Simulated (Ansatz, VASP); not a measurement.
## Two plane-wave programs on SnTe

```
Sn Te
1.0
     0.00000    3.11855    3.11855
     3.11855    0.00000    3.11855
     3.11855    3.11855    0.00000
Sn Te
1 1
Direct
  0.00000 0.00000 0.00000
  0.50000 0.50000 0.50000
```

Alike in both runs: functional LDA; k mesh 14 × 14 × 14; occupations fermi-dirac, width 0.005 eV; no spin polarisation.

Ansatz relaxed the structure, and its values are those at the end. VASP's run is a single point on that final structure, the one shown.

|  | VASP | Ansatz |
| --- | --- | --- |
| version | VASP 6.6.1 | Ansatz 0.2.0 |
| potentials or method | VASP PAW LDA potentials, release 64 (Sn_d, Te) | PAW with Ansatz's default frozen-core files, scalar-relativistic |
| plane-wave cutoff (eV) | 520 | 420 |
| valence electrons in the cell | 20 | 30 |

```tsv
	VASP	Ansatz	Ansatz less VASP
pressure (GPa)	0.0	0.0	-0.05
```

LDA's correlation is that of Perdew and Zunger in VASP and of Perdew and Wang (1992) in Ansatz. VASP's potentials hold 20 valence electrons a cell and Ansatz's 30, so a difference there can come from the potentials and not from the codes.

Neither program's run includes spin-orbit coupling.
